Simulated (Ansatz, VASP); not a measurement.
**Two plane-wave programs on C**

Contents of INCAR:

```
SYSTEM = C
PREC = Accurate
ENCUT = 600
EDIFF = 1E-6
ISMEAR = 0
SIGMA = 0.02
LREAL = .FALSE.
LASPH = .TRUE.
NELM = 120
ALGO = Normal
ISIF = 2
LWAVE = .FALSE.
LCHARG = .FALSE.
GGA = PE
NBANDS = 11
GGA_COMPAT = .FALSE.
```

File KPOINTS:

```
Automatic mesh
0
G
  12 12 12
  0 0 0
```

Contents of POSCAR:

```
C
1.0
    0.0000000000      1.7857951498      1.7857951498
    1.7857951498      0.0000000000      1.7857951498
    1.7857951498      1.7857951498      0.0000000000
C
2
Direct
    0.0000000000      0.0000000000      0.0000000000
    0.2500000000      0.2500000000      0.2500000000
```

Input for Ansatz:

```yaml
crystal:
  lattice:
    - [0.0, 1.7857951498, 1.7857951498]
    - [1.7857951498, 0.0, 1.7857951498]
    - [1.7857951498, 1.7857951498, 0.0]
  atoms:
    - { symbol: C, position: [0.0, 0.0, 0.0] }
    - { symbol: C, position: [0.25, 0.25, 0.25] }
basis:
  ecutwfc: 420
kpoints:
  mp_grid: { grid: [12, 12, 12] }
  band_path: { path: [VBM, CBM], npoints: 2 }
hamiltonian:
  xc: pbe
  pseudopotentials: { kind: paw }
scf:
  occupations: { method: gaussian, width: 0.02 }
  mixing: { beta: 0.2 }
  n_extra_bands: 16
output:
  forces: false
  stress: false
  eigenvalues: true
checkpoint:
  read: start.run
  write: ck
  compress: false
  write_wavefunctions: false
  write_every: 100000
```

Alike in both runs: task single point; functional PBE; k mesh 12 × 12 × 12; occupations gaussian, width 0.02 eV; no spin polarisation.

|  | VASP | Ansatz |
| --- | --- | --- |
| version | VASP 6.6.1 | Ansatz 0.2.0 |
| potentials or method | VASP PAW PBE potentials, release 64 (C), cutoff 600 eV | scalar-relativistic, plane waves, PAW |
| valence electrons in the cell | 8 | 8 |

```tsv
	VASP	Ansatz	Ansatz less VASP
gap on the k mesh at the Fermi level (eV)	4.14	4.15	+0.006
least direct gap on the mesh (eV)	5.58	5.58	+0.003
```
